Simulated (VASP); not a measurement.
# Al5HO8 (P1) in VASP: a series of runs, part 3 of 3

VASP 6.6.1.

### Step 6. Single point, PBEsol

INCAR

```
PREC = Accurate
ENCUT = 520
EDIFF = 1E-7
ISMEAR = -1
SIGMA = 0.05
LREAL = Auto
LASPH = T
NELM = 60
ALGO = Normal
ISIF = 2
LWAVE = F
LCHARG = T
GGA = PS
LELF = T
LVHAR = T
NBANDS = 84
```

KPOINTS

```
regular mesh
0
Gamma
  2 2 1
```

POSCAR

```
Al5HO8
1.0
    5.5708080000      0.0000000000      0.0000000000
   -2.7854040000      4.8244610000      0.0000000000
    0.0000000000      0.0000000000      8.7503070000
Al H O
10 2 16
Direct
    0.2077609960      0.3529098898      0.3733126163
    0.6992713483      0.8782950054      0.3904548720
    0.1810561884      0.8445917585      0.3666157085
    0.8247488447      0.6466629122      0.8729979417
    0.3081557374      0.1471874267      0.8841518360
    0.8102841661      0.1488249154      0.8663238901
    0.6633648132      0.3177557037      0.1579487440
    0.3197282253      0.6486113164      0.6497372035
    0.3479200091      0.6658982216      0.0490954203
    0.6762148178      0.3272282645      0.5572147354
   -0.0532796924     -0.1433942569      0.1347152734
    0.0876537771     -0.0884243856      0.6062987276
   -0.0591311993     -0.0508036027      1.0114730832
    0.0659474046      0.0203131500      0.4907827805
    0.5033682000      0.0178672809      0.0039427188
    0.9946530526      0.5047817777     -0.0130395425
    0.5208272887      0.4450445345      0.0043884175
    0.4692235763      0.9519819934      0.5078793235
    0.0676595841      0.5426927485      0.4967711419
    0.5070924260      0.5295513841      0.5275700613
    0.8164599615      0.1769731375      0.2810072835
    0.8172192992      0.6655665783      0.2483227160
    0.3550923399      0.1928091034      0.2788473593
    0.1692360080      0.8549141552      0.7536535575
    0.1532270963      0.3184811733      0.7731957290
    0.6355798257      0.8028254348      0.7685101791
    0.3371725921      0.6683855461      0.2576823876
    0.6919445875      0.3181909855      0.7616647050
```

Potentials or basis: VASP PAW PBE potentials, release 64 (Al, H, O).

Launch:

```bash
$ cat potpaw_PBE.64/Al/POTCAR potpaw_PBE.64/H/POTCAR potpaw_PBE.64/O/POTCAR > POTCAR
$ mpirun -np 1 vasp_std > vasp.out
```

OUTCAR:

```text
PREC = Accurate
   ENCUT = 520
   EDIFF = 1E-7
   ISMEAR = -1
   LREAL = Auto
   LASPH = T
   NELM = 60
   ISIF = 2
   GGA = PS

 ion  position               nearest neighbor table
   1  0.208  0.353  0.373-  23 1.70  27 1.83  14 1.91  19 1.93  20 1.98  21 2.06   2 2.75   3 2.76
                             8 2.82   3 2.82   2 2.84  10 3.13   9 3.22   7 3.24  10 3.31
   2  0.699  0.878  0.390-  21 1.74  18 1.84  14 1.99  22 2.04  20 2.07  27 2.10   1 2.75   3 2.79
                             3 2.81   1 2.84   8 2.92  10 2.95   7 3.27  10 3.34
   3  0.181  0.845  0.367-  14 1.78  23 1.85  19 1.86  27 1.87  18 1.87  22 2.04   1 2.76   2 2.79
                             2 2.81   1 2.82   8 2.96  10 3.19   7 3.23   9 3.24  10 3.30
   4  0.825  0.647  0.873-  16 1.81  28 1.87  17 1.88  26 1.90  13 1.91  24 1.97   6 2.73   5 2.74
                             5 2.83   6 2.84   7 2.96   9 3.12  10 3.16   9 3.25
   5  0.308  0.147  0.884-  24 1.81  17 1.82  25 1.85  15 1.89  13 2.09  28 2.14   4 2.74   6 2.78
                             6 2.80   4 2.83   7 2.95   9 3.14   9 3.15
   6  0.810  0.149  0.866-  28 1.67  25 1.84  26 1.88  15 1.91  16 2.02  13 2.05   4 2.73   5 2.78
                             5 2.80   4 2.84   7 2.97   9 3.08  10 3.10   9 3.35   8 3.35
   7  0.663  0.318  0.158-  21 1.78  23 1.83  22 1.86  17 1.87  15 1.98  16 2.19   5 2.95   4 2.96
                             6 2.97   3 3.23   1 3.24   2 3.27   9 3.29   9 3.34
   8  0.320  0.649  0.650-  19 1.81  20 1.83  26 1.84  18 1.92  25 1.92  24 1.95   1 2.82   2 2.92
                             3 2.96  10 3.21   6 3.35
   9  0.348  0.666  0.049-  15 1.75  16 1.79  27 1.83  17 1.94   6 3.08   4 3.12   5 3.14   5 3.15
                             1 3.22   3 3.24   4 3.25   7 3.29   7 3.34   6 3.35
  10  0.676  0.327  0.557-  28 1.79  20 1.81  18 1.86  19 1.96   2 2.95   6 3.10   1 3.13   4 3.16
                             3 3.19   8 3.21   3 3.30   1 3.31   2 3.34
  11  0.947  0.857  0.135-  13 1.20  22 1.37
  12  0.088  0.912  0.606-  14 1.22
  13  0.941  0.949  0.011-  11 1.20   4 1.91   6 2.05   5 2.09
  14  0.066  0.020  0.491-  12 1.22   3 1.78   1 1.91   2 1.99
  15  0.503  0.018  0.004-   9 1.75   5 1.89   6 1.91   7 1.98
  16  0.995  0.505  0.987-   9 1.79   4 1.81   6 2.02   7 2.19
  17  0.521  0.445  0.004-   5 1.82   7 1.87   4 1.88   9 1.94
  18  0.469  0.952  0.508-   2 1.84  10 1.86   3 1.87   8 1.92
  19  0.068  0.543  0.497-   8 1.81   3 1.86   1 1.93  10 1.96
  20  0.507  0.530  0.528-  10 1.81   8 1.83   1 1.98   2 2.07
  21  0.816  0.177  0.281-   2 1.74   7 1.78   1 2.06
  22  0.817  0.666  0.248-  11 1.37   7 1.86   3 2.04   2 2.04
[... 211 lines left out ...]

 number of electron     128.0000007 magnetization

 Free energy of the ion-electron system (eV)
  ---------------------------------------------------
  ext. energy  EPLUGINS =         0.00000000
  ---------------------------------------------------
  free energy    TOTEN  =      -206.62551233 eV

  energy without entropy =     -206.62551233  energy(sigma->0) =     -206.62551233

 E-fermi :   7.6867     XC(G=0): -11.6531

 val. band max:        6.5031797377   @ k =   0.0000   0.0000   0.0000
 cond. band min:      10.4560405245   @ k =   0.0000   0.0000   0.0000
 fundamental gap:      3.9528607868
 Fermi energy:         7.6867383094

 k-point     1 :       0.0000    0.0000    0.0000
  band No.  band energies     occupation
      1     -14.2311      2.00000
      2     -13.5535      2.00000
      3     -12.6926      2.00000
      4     -12.5570      2.00000
      5     -12.0997      2.00000
      6     -11.9616      2.00000
[... 305 lines left out ...]
     75      15.2432      0.00000
     76      15.5830      0.00000
 [bands above 76 left out]

------------------------ aborting loop because EDIFF is reached ----------------------------------------

  FORCE on cell =-STRESS in cart. coord.  units (eV):
  Direction    XX          YY          ZZ          XY          YZ          ZX
  --------------------------------------------------------------------------------------
  -------------------------------------------------------------------------------------
  Total        7.8807692     11.2831844      1.8735114     -3.9856552      4.0752811     -4.8194511
  in kB       53.6894446     76.8691336     12.7637015    -27.1531378     27.7637337    -32.8335526
  external PRESSURE =      47.7740933 kB  Pullay stress =       0.0000000 kB

 VOLUME and BASIS-vectors are now :
 -----------------------------------------------------------------------------
  energy-cutoff  :      520.00
  volume of cell :      235.17
      direct lattice vectors                 reciprocal lattice vectors
     5.570808000  0.000000000  0.000000000     0.179507174  0.103638520  0.000000000
    -2.785404000  4.824461000  0.000000000     0.000000000  0.207277041  0.000000000
     0.000000000  0.000000000  8.750307000     0.000000000  0.000000000  0.114281705

 POSITION                                       TOTAL-FORCE (eV/Angst)
 -----------------------------------------------------------------------------------
      0.17440      1.70260      3.26660        -1.675321      0.102927      0.556717
      1.44910      4.23730      3.41660         0.816102     -2.390563     -0.610675
     -1.34390      4.07470      3.20800        -0.087236     -0.334044     -1.739305
      2.79330      3.11980      7.63900        -0.832418      1.717794     -0.866330
      1.30670      0.71010      7.73660        -1.074089      0.071461     -0.746338
      4.09940      0.71800      7.58060         3.747387     -2.090216      1.487874
[... 20 lines left out ...]
      0.01660      3.22460      2.25480         0.313118      0.538810     -0.400814
      2.96840      1.53510      6.66480        -3.383879      1.435934     -2.474120
 -----------------------------------------------------------------------------------
    total drift:                                0.005795      0.008220      0.002515

  FREE ENERGIE OF THE ION-ELECTRON SYSTEM (eV)
  ---------------------------------------------------
  free  energy   TOTEN  =      -206.6255123328 eV

  energy  without entropy=     -206.6255123327  energy(sigma->0) =     -206.62551233
```

Run time: 4.5 min. Hardware: 1 thread of Intel Xeon 8259CL, shared host; peak memory 0.36 GiB.

Results:

```
Free energy            : -206.6255 eV
Pressure               : 4.8 GPa
Largest force          : 4.542 eV/Å
Band gap on the k mesh : 3.95 eV
```

Forces in eV/Å, atoms in the order of the input:
```
Al  -1.675  0.103  0.557
Al   0.816 -2.391 -0.611
Al  -0.087 -0.334 -1.739
Al  -0.832  1.718 -0.866
Al  -1.074  0.071 -0.746
Al   3.747 -2.090  1.488
Al  -0.247  0.529  0.179
Al   0.956  0.225  3.549
Al   0.875 -1.587 -0.221
Al   0.065  0.157 -0.396
H   -1.455 -0.129 -1.077
H   -0.773  1.623  0.623
O    1.861  0.933 -0.928
O   -2.733 -1.734  1.567
O    0.123  0.299  0.421
O    0.518 -1.282  2.146
O   -2.511  1.490  0.447
O    1.986  2.839  0.462
O   -2.761 -3.055  0.726
O    1.294 -0.458 -2.510
O    1.926  0.736  0.438
O    1.459  2.584  1.511
O    1.471 -1.456 -1.880
O   -0.981 -1.306 -1.333
O    0.471 -0.050 -0.108
O    0.630  0.590  1.177
O    0.313  0.539 -0.401
O   -3.384  1.436 -2.474
```

Levels at points of the mesh, in eV from the valence-band top:
| k point | band 61 | band 62 | band 63 | band 64 | band 65 | band 66 | band 67 | band 68 |
| --- | --- | --- | --- | --- | --- | --- | --- | --- |
| (0.00, 0.00, 0.00) | -1.06 | -0.87 | -0.48 | 0.00 | 3.95 | 5.77 | 6.13 | 6.47 |
| (0.50, 0.00, 0.00) | -1.32 | -1.08 | -0.79 | -0.25 | 5.96 | 6.50 | 6.98 | 7.34 |
| (0.00, 0.50, 0.00) | -1.30 | -1.01 | -0.55 | -0.47 | 5.80 | 6.19 | 6.86 | 7.23 |
| (0.50, 0.50, 0.00) | -1.30 | -1.15 | -0.69 | -0.01 | 5.52 | 6.35 | 6.84 | 7.35 |

Caveat: the k points lie up to 0.72 Å⁻¹ apart; the atoms stand as in a frame of molecular dynamics; the PAW data sets were made with another functional, which shifts forces and pressure a little.

### Step 7. The runs side by side

```csv
cell,gap on the mesh (eV),pressure (GPa),largest force (eV/Å)
"as given, atomic positions A",4.64,7.5,4.09
"as given, atomic positions B",4.65,6.0,4.16
"as given, atomic positions C",4.31,5.9,4.01
"as given, atomic positions D",3.91,7.0,5.61
"as given, atomic positions E",3.95,4.8,4.54
```

Alike in all rows: task single point; level PBEsol; potentials or basis VASP PAW PBE potentials, release 64 (Al, H, O); no spin polarisation; k mesh 2 × 2 × 1; cutoff (eV) 520; smearing fermi-dirac 0.05 eV.

Caveats: all runs use coarse meshes; the PAW data sets were made with another functional, which shifts forces and pressure a little; the atoms stand as in a frame of molecular dynamics (at least some runs).

Total energies depend on the potentials used, so only differences within one code and one set of settings carry meaning.
